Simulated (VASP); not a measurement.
A run of VASP 6.6.1 is set up as follows.

Contents of INCAR:

```
SYSTEM = InSb
  PREC = Accurate
  ENCUT = 520
  EDIFF = 1E-7
  ISMEAR = -1
  SIGMA = 0.1
  LREAL = .False.
  LASPH = .True.
  NELM = 60
  ALGO = Normal
  ISIF = 2
  LWAVE = .False.
  LCHARG = .False.
  NBANDS = 16
```

KPOINTS

```
regular mesh
0
Gamma
  11 11 11
  0 0 0
```

The input POSCAR:

```
InSb
1.0
    0.0000000000      2.8904555160      2.8904555160
    2.8904555160      0.0000000000      2.8904555160
    2.8904555160      2.8904555160      0.0000000000
In Sb
1 1
Direct
    0.0000000000      0.0000000000      0.0000000000
    0.2500000000      0.2500000000      0.2500000000
```

Potentials or basis: VASP PAW LDA potentials, release 64 (In_d, Sb).

Run with:

```sh
$ cat potpaw_LDA.64/In_d/POTCAR potpaw_LDA.64/Sb/POTCAR > POTCAR
$ mpirun -np 1 vasp_std > vasp.out
```

What does it give for the pressure?

33.8 GPa.

What does it give for the band gap on the k mesh?

0.44 eV, indirect (least direct gap 1.68 eV).

Caveat: spin-orbit coupling is left out, which moves the levels of the heavy elements. A k mesh can miss the band edges.
